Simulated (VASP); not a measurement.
# TaN (P1) in VASP: a series of runs

Aim: see how the results for TaN move with the level of theory and the settings. Levels: r2SCAN, PBE+U. Tasks: single point.

Everything below comes from runs of VASP 6.6.1. Logs are shortened: lines on timing, memory, paths and dates and some standing lists are left out, and cuts for length are marked.

## 1. The cell of the first run

The typed cell holds 2 atoms: a = 2.938 Å, b = 2.938 Å, c = 2.883 Å, α = 90.00°, β = 90.00°, γ = 120.00°.

## 2. Single point, r2SCAN

The input, POSCAR:

```
TaN
1.0
    2.9380000000      0.0000000000      0.0000000000
   -1.4690000000      2.5443826363      0.0000000000
    0.0000000000      0.0000000000      2.8830000000
Ta N
1 1
Direct
    0.0114440000      0.0083290000      0.4832640000
    0.6525550000      0.3388060000      0.0058730000
```

The input, INCAR.step1:

```
ALGO = Normal
EDIFF = 1E-5
ENCUT = 660
GGA = PE
GGA_COMPAT = False
ISMEAR = 0
LASPH = True
LCHARG = False
LREAL = False
LWAVE = True
NBANDS = 16
NELM = 120
PREC = Accurate
SIGMA = 0.05
```

The input, INCAR.step2:

```
ALGO = Normal
EDIFF = 1E-6
ENCUT = 660
GGA_COMPAT = False
ISIF = 2
ISMEAR = 0
ISTART = 1
LASPH = True
LCHARG = False
LMIXTAU = True
LREAL = False
LWAVE = False
METAGGA = R2SCAN
NBANDS = 16
NELM = 120
PREC = Accurate
SIGMA = 0.05
```

The input, KPOINTS:

```
k-points
0
Gamma
  9 9 8
```

Potentials or basis: VASP PAW PBE potentials, release 64 (Ta_sv_GW, N).

On the command line:

```console
$ cat potpaw_PBE.64/Ta_sv_GW/POTCAR potpaw_PBE.64/N/POTCAR > POTCAR
$ cp INCAR.step1 INCAR
$ mpirun -np 1 vasp_std > vasp.out
$ cp INCAR.step2 INCAR
$ mpirun -np 1 vasp_std > vasp.out
```

OUTCAR:

```text
EDIFF = 1E-6
   ENCUT = 660
   ISIF = 2
   ISMEAR = 0
   ISTART = 1
   LASPH = True
   LREAL = False
   METAGGA = R2SCAN
   NELM = 120
   PREC = Accurate

 ion  position               nearest neighbor table
   1  0.011  0.008  0.483-   2 2.13   2 2.19   2 2.22   2 2.23   2 2.28   2 2.31
   2  0.653  0.339  0.006-   1 2.13   1 2.19   1 2.22   1 2.23   1 2.28   1 2.31

  LATTYP: Found a hexagonal cell.
 ALAT       =     2.9380000000
 C/A-ratio  =     0.9812797822

  Lattice vectors:

 A1 = (   2.9380000000,   0.0000000000,   0.0000000000)
 A2 = (  -1.4690000000,   2.5443826363,   0.0000000000)
 A3 = (   0.0000000000,   0.0000000000,   2.8830000000)

Analysis of symmetry for initial positions (statically):
=====================================================================
 Subroutine PRICEL returns:
 Original cell was already a primitive cell.

 Routine SETGRP: Setting up the symmetry group for a
 hexagonal supercell.

 Subroutine GETGRP returns: Found  1 space group operations
 (whereof  1 operations were pure point group operations)
 out of a pool of 24 trial point group operations.

The static configuration has the point symmetry C_1 .

Analysis of symmetry for dynamics (positions and initial velocities):
=====================================================================
 Subroutine PRICEL returns:
 Original cell was already a primitive cell.

 Routine SETGRP: Setting up the symmetry group for a
 hexagonal supercell.

 Subroutine GETGRP returns: Found  1 space group operations
 (whereof  1 operations were pure point group operations)
 out of a pool of 24 trial point group operations.

The dynamic configuration has the point symmetry C_1 .

 Subroutine INISYM returns: Found  1 space group operations
 (whereof  1 operations are pure point group operations),
 and found     1 'primitive' translations

----------------------------------------------------------------------------------------

                                     Primitive cell

  volume of cell :      21.5516

  direct lattice vectors                    reciprocal lattice vectors
     2.938000000  0.000000000  0.000000000     0.340367597  0.196511324  0.000000000
[... 76 lines left out ...]
 SYSTEM =  unknown system
   PREC   = accura    normal or accurate (medium, high low for compatibility)
   ISTART =      1    job   : 0-new  1-cont  2-samecut
   ICHARG =      0    charge: 1-file 2-atom 10-const
   ISPIN  =      1    spin polarized calculation?
   LNONCOLLINEAR =      F non collinear calculations
   LSORBIT =      F    spin-orbit coupling
   LASPH  =      T    aspherical Exc in radial PAW
   ENCUT  =  660.0 eV  48.51 Ry    6.96 a.u.   6.15  6.15  6.04*2*pi/ulx,y,z
   NELM   =    120;   NELMIN=  2; NELMDL=  0     # of ELM steps
   EDIFF  = 0.1E-05   stopping-criterion for ELM
   LREAL  =      F    real-space projection
   EDIFFG = 0.1E-04   stopping-criterion for IOM
   NSW    =      0    number of steps for IOM
   IBRION =     -1    ionic relax: 0-MD 1-quasi-New 2-CG
   NFREE  =      0    steps in history (QN), initial steepest desc. (CG)
   ISIF   =      2    stress and relaxation
   ISYM   =      2    0-nonsym 1-usesym 2-fastsym
   POTIM  = 0.5000    time-step for ionic-motion
   TEBEG  =    0.0;   TEEND  =   0.0 temperature during run
   PSTRESS=    0.0 pullay stress
   NELECT =      18.0000    total number of electrons
   NUPDOWN=      -1.0000    fix difference up-down
   EMIN   =  10.00;   EMAX   =-10.00  energy-range for DOS
   EFERMI =   0.00;   METHOD = LEGACY
   ISMEAR =     0;   SIGMA  =   0.05  broadening in eV -4-tet -1-fermi 0-gaus
   EFERMI_NEDOS =   21; number of points for ismear=-14 and -15
   IALGO  =     38    algorithm
   IMIX   =      4    mixing-type and parameters
     AMIX     =   0.40;   BMIX     =  1.00
     AMIX_MAG =   1.60;   BMIX_MAG =  1.00
  volume/ion in A,a.u.               =      10.78        72.72
  Fermi-wavevector in a.u.,A,eV,Ry     =   1.541722  2.913432 32.339776  2.376906
  Thomas-Fermi vector in A             =   2.647628
   LORBIT       =      0    0 simple, 1 ext, 2 COOP (PROOUT), +10 PAW based schemes
   METAGGA = R2SCAN    functional components
   LHFCALC =     F    Hartree Fock is set to
   AEXX    =    0.0000 exact exchange contribution
   IVDW    =     0    specifies the selected vdW correction
   LEPSILON=     F    determine dielectric tensor
   LRPA    =     F    only Hartree local field effects (RPA)
 non-spin polarized calculation
 Gauss-broadening in eV      SIGMA  =   0.05
  energy-cutoff  :      660.00
  volume of cell :       21.55
 maximum number of plane-waves:       849
 NGX is ok and might be reduce to    28
   NGX = 13   NGY = 13   NGZ = 13

 number of electron      18.0000000 magnetization

 Free energy of the ion-electron system (eV)
  ---------------------------------------------------
  ext. energy  EPLUGINS =         0.00000000
  ---------------------------------------------------
  free energy    TOTEN  =       -62.89436944 eV

  energy without entropy =      -62.89425389  energy(sigma->0) =      -62.89431166

 E-fermi :  12.4326     XC(G=0): -14.6397

 val. band max:       12.4268966097   @ k =   0.0000   0.0000   0.3750
 cond. band min:      12.6253411748   @ k =   0.0000   0.0000   0.3750
 fundamental gap:      0.1984445651
 Fermi energy:        12.4325643973

 k-point     1 :       0.0000    0.0000    0.0000
  band No.  band energies     occupation
      1     -58.1706      2.00000
      2     -23.7230      2.00000
      3     -23.4666      2.00000
      4     -23.4634      2.00000
      5      -6.3788      2.00000
      6       7.4465      2.00000
[... 433 lines left out ...]
      3     -23.7536      2.00000
      4     -23.5883      2.00000
      5      -4.3382      2.00000
      6       4.2082      2.00000
[... 8 lines left out ...]
     15      26.0451      0.00000
     16      28.7485      0.00000

 [... further k-points ...]
[... 5 lines left out ...]
  --------------------------------------------------------------------------------------
  -------------------------------------------------------------------------------------
  Total        0.1414829      0.0394374      0.3678798      0.1348937     -0.0414536     -0.2311127
  in kB       10.5180621      2.9318411     27.3487642     10.0282079     -3.0817278    -17.1812832
  external PRESSURE =      13.5995558 kB  Pullay stress =       0.0000000 kB

 VOLUME and BASIS-vectors are now :
 -----------------------------------------------------------------------------
  energy-cutoff  :      660.00
  volume of cell :       21.55
      direct lattice vectors                 reciprocal lattice vectors
     2.938000000  0.000000000  0.000000000     0.340367597  0.196511324  0.000000000
    -1.469000000  2.544382636  0.000000000     0.000000000  0.393022648  0.000000000
     0.000000000  0.000000000  2.883000000     0.000000000  0.000000000  0.346860909

 POSITION                                       TOTAL-FORCE (eV/Angst)
 -----------------------------------------------------------------------------------
      0.02139      0.02119      1.39325        -0.974871     -0.131250      0.967834
      1.41950      0.86205      0.01693         0.974871      0.131250     -0.967834
 -----------------------------------------------------------------------------------
    total drift:                               -0.000040      0.000026      0.000198

  FREE ENERGIE OF THE ION-ELECTRON SYSTEM (eV)
  ---------------------------------------------------
  free  energy   TOTEN  =       -62.8943694360 eV

  energy  without entropy=      -62.8942538887  energy(sigma->0) =      -62.89431166
```

OSZICAR.step1:

```text
N       E                     dE             d eps       ncg     rms          rms(c)
DAV:   1     0.129954421295E+03    0.12995E+03   -0.12958E+04 10472   0.137E+03
DAV:   2    -0.224946005758E+02   -0.15245E+03   -0.14712E+03 14864   0.362E+02
DAV:   3    -0.284497501384E+02   -0.59551E+01   -0.59477E+01 12712   0.655E+01
DAV:   4    -0.285822351068E+02   -0.13248E+00   -0.13248E+00 14840   0.683E+00
DAV:   5    -0.285859916398E+02   -0.37565E-02   -0.37565E-02 12880   0.790E-01    0.551E+01
DAV:   6    -0.250318063303E+02    0.35542E+01   -0.74633E+00 13264   0.250E+01    0.595E+01
DAV:   7    -0.249474763797E+02    0.84330E-01   -0.51893E-01 10592   0.587E+00    0.268E+01
DAV:   8    -0.249003897231E+02    0.47087E-01   -0.13153E-01 14152   0.304E+00    0.733E+00
DAV:   9    -0.248985340704E+02    0.18557E-02   -0.13195E-02 12472   0.108E+00    0.582E-01
DAV:  10    -0.248984649071E+02    0.69163E-04   -0.16076E-03 11416   0.432E-01    0.330E-01
DAV:  11    -0.248984962760E+02   -0.31369E-04   -0.11102E-04 12912   0.121E-01    0.261E-01
DAV:  12    -0.248984926223E+02    0.36536E-05   -0.95855E-06  7352   0.333E-02
   1 F= -.24898493E+02 E0= -.24898437E+02  d E =-.111374E-03
```

It took 7.7 min on 1 thread of Intel Xeon Platinum 8259CL at 2.50GHz (Skylake/Cascade Lake), shared host; peak memory 0.31 GiB.

Results:

| Quantity | Value |
| --- | --- |
| Free energy | -62.8944 eV |
| Pressure | 1.4 GPa |
| Largest force | 1.380 eV/Å |
| Band gap on the k mesh | zero (bands 9 and 10 overlap by 0.06 eV) |

Forces on the atoms (eV/Å):
```
Ta  -0.975 -0.131  0.968
N    0.975  0.131 -0.968
```

Stress tensor (GPa, compression positive):
```
 1.05  1.00 -1.72
 1.00  0.29 -0.31
-1.72 -0.31  2.73
```

Levels at points of the mesh, in eV from the Fermi level:
| k point | band 6 | band 7 | band 8 | band 9 | band 10 | band 11 | band 12 | band 13 |
| --- | --- | --- | --- | --- | --- | --- | --- | --- |
| (0.00, 0.00, 0.00) | -4.99 | -4.87 | -4.47 | -2.98 | 2.27 | 3.41 | 3.99 | 4.27 |
| (0.00, 0.00, 0.50) | -9.73 | -4.42 | -3.63 | -0.12 | -0.06 | 2.43 | 3.00 | 4.25 |

Caveat: the PAW data sets were made with another functional, which shifts forces and pressure a little; spin-orbit coupling is left out, which moves the levels of the heavy elements.

## 3. Single point, PBE+U

The input, INCAR:

```
ALGO = Normal ; EDIFF = 1E-6
ENCUT = 600 ; GGA = PE
GGA_COMPAT = F ; ISIF = 2
ISMEAR = -1 ; LASPH = T
LCHARG = F ; LDAU = T
LDAUJ = 0 0 ; LDAUL = 2 -1
LDAUPRINT = 1 ; LDAUTYPE = 2
LDAUU = 7 0 ; LMAXMIX = 4
LREAL = F ; LWAVE = F
NBANDS = 16 ; NELM = 200
PREC = Accurate ; SIGMA = 0.1
```

The input, KPOINTS:

```
k-points
0
Gamma
  8 8 7
```

POSCAR is that of step 2.

Potentials or basis: VASP PAW PBE potentials, release 64 (Ta_sv_GW, N).

On the command line:

```console
$ cat potpaw_PBE.64/Ta_sv_GW/POTCAR potpaw_PBE.64/N/POTCAR > POTCAR
$ mpirun -np 1 vasp_std > vasp.out
```

OUTCAR:

```text
EDIFF = 1E-6
   ENCUT = 600
   GGA = PE
   ISIF = 2
   ISMEAR = -1
   LASPH = T
   LREAL = F
   NELM = 200
   PREC = Accurate

 ion  position               nearest neighbor table
   1  0.011  0.008  0.483-   2 2.13   2 2.19   2 2.22   2 2.23   2 2.28   2 2.31
   2  0.653  0.339  0.006-   1 2.13   1 2.19   1 2.22   1 2.23   1 2.28   1 2.31

  LATTYP: Found a hexagonal cell.
 ALAT       =     2.9380000000
 C/A-ratio  =     0.9812797822

[... 677 lines left out ...]
     16      28.4502      0.00000

 [... further k-points ...]

------------------------ aborting loop because EDIFF is reached ----------------------------------------

  FORCE on cell =-STRESS in cart. coord.  units (eV):
  Direction    XX          YY          ZZ          XY          YZ          ZX
  --------------------------------------------------------------------------------------
  -------------------------------------------------------------------------------------
  Total        3.9971097      3.8309833      4.5432099      0.3495509     -0.0438694     -0.2417559
  in kB      297.1514061    284.8013120    337.7493543     25.9861627     -3.2613217    -17.9725135
  external PRESSURE =     306.5673575 kB  Pullay stress =       0.0000000 kB

 VOLUME and BASIS-vectors are now :
 -----------------------------------------------------------------------------
  energy-cutoff  :      600.00
  volume of cell :       21.55
      direct lattice vectors                 reciprocal lattice vectors
     2.938000000  0.000000000  0.000000000     0.340367597  0.196511324  0.000000000
    -1.469000000  2.544382636  0.000000000     0.000000000  0.393022648  0.000000000
     0.000000000  0.000000000  2.883000000     0.000000000  0.000000000  0.346860909

 POSITION                                       TOTAL-FORCE (eV/Angst)
 -----------------------------------------------------------------------------------
      0.02139      0.02119      1.39325        -1.051272     -0.155591      1.216612
      1.41950      0.86205      0.01693         1.051272      0.155591     -1.216612
 -----------------------------------------------------------------------------------
    total drift:                               -0.000012     -0.000074      0.000191

  FREE ENERGIE OF THE ION-ELECTRON SYSTEM (eV)
  ---------------------------------------------------
  free  energy   TOTEN  =       -18.8001263437 eV

  energy  without entropy=      -18.7984590243  energy(sigma->0) =      -18.79929268
```

Run time: 72 s. Hardware: 1 thread of AMD EPYC 7R13 (Zen 3), shared host; peak memory 0.2 GiB.

Results:

| Property | Result |
| --- | --- |
| Free energy | -18.8001 eV |
| Pressure | 30.7 GPa |
| Largest force | 1.615 eV/Å |
| Band gap on the k mesh | 0.14 eV |

Forces on the atoms (eV/Å):
```
Ta  -1.051 -0.156  1.217
N    1.051  0.156 -1.217
```

Eigenvalues of the final occupation matrices:
```csv
site,spin,trace,eigenvalues
site 1 d,1,1.08,0.14 0.16 0.23 0.24 0.30
site 1 d,2,1.08,0.14 0.16 0.23 0.24 0.30
```

Caveat: the cell stands under pressure; spin-orbit coupling is left out, which moves the levels of the heavy elements; an odd mesh through Γ misses points on the zone boundary, where band edges can lie; forces of over 1 eV/Å act on the atoms, so gaps and moduli don't describe the material at rest.
